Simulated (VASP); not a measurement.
# Hf (Pm-3m) in VASP: further runs

Hf is run at these levels: revPBE; tasks: single point.

Everything below comes from runs of VASP 6.6.1. Logs are shortened: lines on timing, memory, paths and dates and some standing lists are left out, and cuts for length are marked.

### 1 The cell of the first run

Symmetry: Pm-3m, No. 221, cubic system. The conventional cell has a = 2.979 Å, b = 2.979 Å, c = 2.979 Å, α = 90.00°, β = 90.00°, γ = 90.00°. Within 3.9 Å of Hf (site symmetry m-3m) lie 6 Hf at 2.98 Å.

### 2 Single point, revPBE (volume scaled by 1.04)

Input file INCAR:

```
  ALGO = Normal
  EDIFF = 1E-6
  ENCUT = 520
  GGA = RE
  ISIF = 2
  ISMEAR = -1
  LASPH = T
  LCHARG = T
  LELF = T
  LREAL = F
  LVHAR = T
  LWAVE = F
  NBANDS = 11
  NELM = 60
  PREC = Accurate
  SIGMA = 0.1
```

Input file KPOINTS:

```
k-points
0
Gamma
  12 12 12
```

Input file POSCAR:

```
Hf
1.0
    2.9790380075      0.0000000000      0.0000000000
    0.0000000000      2.9790380075      0.0000000000
    0.0000000000      0.0000000000      2.9790380075
Hf
1
Direct
    0.0000000000      0.0000000000      0.0000000000
```

Potentials or basis: VASP PAW PBE potentials, release 64 (Hf_pv).

Command:

```bash
$ cat potpaw_PBE.64/Hf_pv/POTCAR > POTCAR
$ mpirun -np 1 vasp_std > vasp.out
```

OUTCAR:

```text
EDIFF = 1E-6
   ENCUT = 520
   GGA = RE
   ISIF = 2
   ISMEAR = -1
   LASPH = T
   LREAL = F
   NELM = 60
   PREC = Accurate

 ion  position               nearest neighbor table
   1  0.000  0.000  0.000-

  LATTYP: Found a simple cubic cell.
 ALAT       =     2.9790380075

  Lattice vectors:

 A1 = (   2.9790380075,   0.0000000000,   0.0000000000)
 A2 = (   0.0000000000,   2.9790380075,   0.0000000000)
 A3 = (   0.0000000000,   0.0000000000,   2.9790380075)

Analysis of symmetry for initial positions (statically):
=====================================================================
 Subroutine PRICEL returns:
 Original cell was already a primitive cell.

 Routine SETGRP: Setting up the symmetry group for a
 simple cubic supercell.

 Subroutine GETGRP returns: Found 48 space group operations
 (whereof 48 operations were pure point group operations)
 out of a pool of 48 trial point group operations.

The static configuration has the point symmetry O_h .

Analysis of symmetry for dynamics (positions and initial velocities):
=====================================================================
 Subroutine PRICEL returns:
 Original cell was already a primitive cell.

 Routine SETGRP: Setting up the symmetry group for a
 simple cubic supercell.

 Subroutine GETGRP returns: Found 48 space group operations
 (whereof 48 operations were pure point group operations)
 out of a pool of 48 trial point group operations.

The dynamic configuration has the point symmetry O_h .

 Subroutine INISYM returns: Found 48 space group operations
 (whereof 48 operations are pure point group operations),
 and found     1 'primitive' translations

----------------------------------------------------------------------------------------

                                     Primitive cell

  volume of cell :      26.4380

  direct lattice vectors                    reciprocal lattice vectors
     2.979038007  0.000000000  0.000000000     0.335678832  0.000000000  0.000000000
     0.000000000  2.979038007  0.000000000     0.000000000  0.335678832  0.000000000
     0.000000000  0.000000000  2.979038007     0.000000000  0.000000000  0.335678832

  length of vectors
     2.979038007  2.979038007  2.979038007     0.335678832  0.335678832  0.335678832

  position of ions in fractional coordinates (direct lattice)
     0.000000000  0.000000000  0.000000000

  ion indices of the primitive-cell ions
   primitive index   ion index
                 1           1

----------------------------------------------------------------------------------------

 KPOINTS: k-points

Automatic generation of k-mesh.
 Grid dimensions read from file:
 generate k-points for:   12   12   12

 Generating k-lattice:

  Cartesian coordinates                     Fractional coordinates (reciprocal lattice)
     0.027973236  0.000000000  0.000000000     0.083333333  0.000000000  0.000000000
     0.000000000  0.027973236  0.000000000     0.000000000  0.083333333  0.000000000
     0.000000000  0.000000000  0.027973236     0.000000000  0.000000000  0.083333333

  Length of vectors
     0.027973236  0.027973236  0.027973236

  Shift w.r.t. Gamma in fractional coordinates (k-lattice)
     0.000000000  0.000000000  0.000000000

 Subroutine IBZKPT returns following result:
 ===========================================

 Found     84 irreducible k-points:

 Following reciprocal coordinates:
            Coordinates               Weight
  0.000000  0.000000  0.000000      1.000000
  0.083333  0.000000  0.000000      6.000000
  0.166667  0.000000  0.000000      6.000000
  0.250000  0.000000  0.000000      6.000000
  0.333333  0.000000  0.000000      6.000000
  0.416667  0.000000  0.000000      6.000000
[... 16 lines left out ...]
  0.333333  0.333333  0.000000     12.000000
  0.416667  0.333333  0.000000     24.000000
 [... further k-points ...]
   k-points           NKPTS =     84   k-points in BZ     NKDIM =     84   number of bands    NBANDS=     11
   number of dos      NEDOS =    301   number of ions     NIONS =      1
   total plane-waves  NPLWV =  13824
   dimension x,y,z NGX =    24 NGY =   24 NGZ =   24
   dimension x,y,z NGXF=    48 NGYF=   48 NGZF=   48
   ions per type =               1
   NGX,Y,Z   is equivalent  to a cutoff of  13.39, 13.39, 13.39 a.u.
   NGXF,Y,Z  is equivalent  to a cutoff of  26.79, 26.79, 26.79 a.u.
 SYSTEM =  unknown system
   PREC   = accura    normal or accurate (medium, high low for compatibility)
   ISTART =      0    job   : 0-new  1-cont  2-samecut
   ICHARG =      2    charge: 1-file 2-atom 10-const
   ISPIN  =      1    spin polarized calculation?
   LNONCOLLINEAR =      F non collinear calculations
   LSORBIT =      F    spin-orbit coupling
   LASPH  =      T    aspherical Exc in radial PAW
   ENCUT  =  520.0 eV  38.22 Ry    6.18 a.u.   5.54  5.54  5.54*2*pi/ulx,y,z
   NELM   =     60;   NELMIN=  2; NELMDL= -5     # of ELM steps
   EDIFF  = 0.1E-05   stopping-criterion for ELM
   LREAL  =      F    real-space projection
   EDIFFG = 0.1E-04   stopping-criterion for IOM
   NSW    =      0    number of steps for IOM
   IBRION =     -1    ionic relax: 0-MD 1-quasi-New 2-CG
   NFREE  =      0    steps in history (QN), initial steepest desc. (CG)
   ISIF   =      2    stress and relaxation
   ISYM   =      2    0-nonsym 1-usesym 2-fastsym
   POTIM  = 0.5000    time-step for ionic-motion
   TEBEG  =    0.0;   TEEND  =   0.0 temperature during run
   PSTRESS=    0.0 pullay stress
   NELECT =      10.0000    total number of electrons
   NUPDOWN=      -1.0000    fix difference up-down
   EMIN   =  10.00;   EMAX   =-10.00  energy-range for DOS
   EFERMI =   0.00;   METHOD = LEGACY
   ISMEAR =    -1;   SIGMA  =   0.10  broadening in eV -4-tet -1-fermi 0-gaus
   EFERMI_NEDOS =   21; number of points for ismear=-14 and -15
   IALGO  =     38    algorithm
   IMIX   =      4    mixing-type and parameters
     AMIX     =   0.40;   BMIX     =  1.00
     AMIX_MAG =   1.60;   BMIX_MAG =  1.00
  volume/ion in A,a.u.               =      26.44       178.41
  Fermi-wavevector in a.u.,A,eV,Ry     =   1.183947  2.237335 19.071689  1.401730
  Thomas-Fermi vector in A             =   2.320171
   LORBIT       =      0    0 simple, 1 ext, 2 COOP (PROOUT), +10 PAW based schemes
   GGA     = RE    functional components
   LHFCALC =     F    Hartree Fock is set to
   AEXX    =    0.0000 exact exchange contribution
   IVDW    =     0    specifies the selected vdW correction
   LEPSILON=     F    determine dielectric tensor
   LRPA    =     F    only Hartree local field effects (RPA)
 non-spin polarized calculation
  energy-cutoff  :      520.00
  volume of cell :       26.44
 maximum number of plane-waves:       739
 NGX is ok and might be reduce to    24
   NGX = 11   NGY = 11   NGZ = 11

 number of electron      10.0000000 magnetization

 number of electron       9.9999997 magnetization

 Free energy of the ion-electron system (eV)
  ---------------------------------------------------
  ext. energy  EPLUGINS =         0.00000000
  ---------------------------------------------------
  free energy    TOTEN  =        -8.51529105 eV

  energy without entropy =       -8.45743065  energy(sigma->0) =       -8.48636085

 E-fermi :   3.4818     XC(G=0): -10.4060

 val. band max:        3.4629458941   @ k =   0.5000   0.3333   0.3333
 cond. band min:       3.5041769944   @ k =   0.4167   0.3333   0.3333
 fundamental gap:      0.0412311003
 Fermi energy:         3.4817559327

 k-point     1 :       0.0000    0.0000    0.0000
  band No.  band energies     occupation
      1     -26.7495      2.00000
      2     -26.7495      2.00000
      3     -26.7495      2.00000
      4      -2.8041      2.00000
      5       2.2153      1.99999
      6       2.2153      1.99999
      7       9.5075      0.00000
      8       9.5075      0.00000
      9       9.5075      0.00000
     10      15.7284      0.00000
     11      15.7284      0.00000

 k-point     2 :       0.0833    0.0000    0.0000
  band No.  band energies     occupation
      1     -26.8023      2.00000
      2     -26.7451      2.00000
      3     -26.7451      2.00000
      4      -2.6352      2.00000
      5       2.2643      1.99999
      6       2.3633      1.99997
      7       9.1815      0.00000
      8       9.1815      0.00000
      9       9.5286      0.00000
     10      14.8108      0.00000
     11      16.1429      0.00000

 k-point     3 :       0.1667    0.0000    0.0000
  band No.  band energies     occupation
      1     -26.9442      2.00000
      2     -26.7332      2.00000
      3     -26.7332      2.00000
      4      -2.1615      2.00000
      5       2.4024      1.99996
      6       2.7652      1.99846
      7       8.4433      0.00000
      8       8.4433      0.00000
      9       9.5869      0.00000
     10      13.2684      0.00000
     11      17.0770      0.00000

 k-point     4 :       0.2500    0.0000    0.0000
  band No.  band energies     occupation
      1     -27.1331      2.00000
      2     -26.7168      2.00000
      3     -26.7168      2.00000
      4      -1.4685      2.00000
      5       2.6016      1.99970
      6       3.2611      1.80159
      7       7.6448      0.00000
      8       7.6449      0.00000
      9       9.6681      0.00000
     10      12.0474      0.00000
     11      16.4099      0.00000
[... 239 lines left out ...]
 k-point    22 :       0.5000    0.2500    0.0000
  band No.  band energies     occupation
      1     -27.4462      2.00000
      2     -27.0503      2.00000
      3     -26.6526      2.00000
      4       1.7692      2.00000
      5       1.9687      2.00000
      6       4.5432      0.00005
      7       6.7283      0.00000
      8       6.9324      0.00000
      9       8.2350      0.00000
     10      12.2028      0.00000
     11      16.3375      0.00000

 k-point    23 :       0.3333    0.3333    0.0000
  band No.  band energies     occupation
      1     -27.2563      2.00000
      2     -27.2413      2.00000
      3     -26.6529      2.00000
      4       1.0212      2.00000
      5       2.5692      1.99978
      6       5.6339      0.00000
      7       5.9113      0.00000
      8       7.3177      0.00000
      9       7.5871      0.00000
     10      12.6736      0.00000
     11      14.4646      0.00000

 k-point    24 :       0.4167    0.3333    0.0000
  band No.  band energies     occupation
      1     -27.3760      2.00000
      2     -27.2320      2.00000
      3     -26.6412      2.00000
      4       1.3427      2.00000
      5       2.3747      1.99997
      6       5.7573      0.00000
      7       6.7893      0.00000
      8       7.0296      0.00000
      9       7.5840      0.00000
     10      12.1909      0.00000
     11      14.9690      0.00000

 [... further k-points ...]

------------------------ aborting loop because EDIFF is reached ----------------------------------------

  FORCE on cell =-STRESS in cart. coord.  units (eV):
  Direction    XX          YY          ZZ          XY          YZ          ZX
  --------------------------------------------------------------------------------------
  -------------------------------------------------------------------------------------
  Total       -0.4640002     -0.4640002     -0.4640002     -0.0000000      0.0000000      0.0000000
  in kB      -28.1190474    -28.1190474    -28.1190474     -0.0000000      0.0000000      0.0000000
  external PRESSURE =     -28.1190474 kB  Pullay stress =       0.0000000 kB

 VOLUME and BASIS-vectors are now :
 -----------------------------------------------------------------------------
  energy-cutoff  :      520.00
  volume of cell :       26.44
      direct lattice vectors                 reciprocal lattice vectors
     2.979038007  0.000000000  0.000000000     0.335678832  0.000000000  0.000000000
     0.000000000  2.979038007  0.000000000     0.000000000  0.335678832  0.000000000
     0.000000000  0.000000000  2.979038007     0.000000000  0.000000000  0.335678832

 POSITION                                       TOTAL-FORCE (eV/Angst)
 -----------------------------------------------------------------------------------
      0.00000      0.00000      0.00000         0.000000      0.000000      0.000000
 -----------------------------------------------------------------------------------
    total drift:                               -0.000000      0.000000      0.000000

  FREE ENERGIE OF THE ION-ELECTRON SYSTEM (eV)
  ---------------------------------------------------
  free  energy   TOTEN  =        -8.5152910490 eV

  energy  without entropy=       -8.4574306479  energy(sigma->0) =       -8.48636085
```

It used 8.9 s of CPU time on 1 thread of Intel Xeon 6975P-C (shared host).

Results:

| Property | Result |
| --- | --- |
| Free energy | -8.5153 eV |
| Pressure | -2.8 GPa |
| Band gap on the k mesh | zero (band 5 reaches 4.33 eV, above the bottom of band 6 at 2.22 eV) |

Levels at points of the mesh, in eV from the Fermi level:
| k point | band 3 | band 4 | band 5 | band 6 | band 7 | band 8 |
| --- | --- | --- | --- | --- | --- | --- |
| (0.00, 0.00, 0.00) | -30.23 | -6.29 | -1.27 | -1.27 | 6.03 | 6.03 |
| (0.50, 0.00, 0.00) | -30.17 | -3.09 | -0.44 | -0.20 | 2.93 | 2.93 |
| (0.50, 0.50, 0.00) | -30.10 | -2.53 | -0.64 | 3.59 | 3.59 | 4.04 |
| (0.50, 0.50, 0.50) | -30.79 | -1.08 | -1.08 | -1.08 | 6.84 | 8.23 |

Caveat: the PAW data sets were made with another functional, which shifts forces and pressure a little; spin-orbit coupling is left out, which moves the levels of the heavy elements.

(Part 1 of 2 ends here.)
